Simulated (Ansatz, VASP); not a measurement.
# One calculation of MgS, two programs

The input INCAR:

```
SYSTEM = MgS
PREC = Accurate
ENCUT = 600
EDIFF = 1E-6
ISMEAR = 0
SIGMA = 0.02
LREAL = .FALSE.
LASPH = .TRUE.
NELM = 120
ALGO = Normal
ISIF = 2
LWAVE = .FALSE.
LCHARG = .FALSE.
GGA = PS
NBANDS = 11
GGA_COMPAT = .FALSE.
```

Contents of KPOINTS:

```
regular mesh
0
G
  8 8 8
  0 0 0
```

POSCAR

```
MgS
1.0
    0.0000000000      2.7514331416      2.7514331416
    2.7514331416      0.0000000000      2.7514331416
    2.7514331416      2.7514331416      0.0000000000
Mg S
1 1
Direct
    0.0000000000      0.0000000000      0.0000000000
    0.5000000000      0.5000000000      0.5000000000
```

Input for Ansatz:

```yaml
crystal:
  lattice:
    - [0.0, 2.7514331416, 2.7514331416]
    - [2.7514331416, 0.0, 2.7514331416]
    - [2.7514331416, 2.7514331416, 0.0]
  atoms:
    - { symbol: Mg, position: [0.0, 0.0, 0.0] }
    - { symbol: S, position: [0.5, 0.5, 0.5] }
basis:
  ecutwfc: 420
kpoints:
  mp_grid: { grid: [8, 8, 8] }
hamiltonian:
  xc: pbesol
scf:
  occupations: { method: gaussian, width: 0.02 }
output:
  forces: true
  stress: true
  eigenvalues: true
```

Alike in both runs: task single point; functional PBEsol; k mesh 8 × 8 × 8; occupations gaussian, width 0.02 eV; no spin polarisation.

|  | VASP | Ansatz |
| --- | --- | --- |
| version | VASP 6.6.1 | Ansatz 0.2.0 |
| potentials or method | VASP PAW PBE potentials, release 64 (Mg, S), cutoff 600 eV | scalar-relativistic, plane waves, PAW |
| valence electrons in the cell | 8 | 16 |

VASP gave:

```
gap on the k mesh at the Fermi level (eV) : 2.34
least direct gap on the mesh (eV)         : 2.42
pressure (GPa)                            : -9.9
```

Which values does Ansatz return?

gap on the k mesh at the Fermi level (eV): 2.35; least direct gap on the mesh (eV): 2.43; pressure (GPa): -9.7.

VASP's potentials were made for PBE, not for PBEsol. VASP's potentials hold 8 valence electrons a cell and Ansatz's 16, so a difference there can come from the potentials and not from the codes.
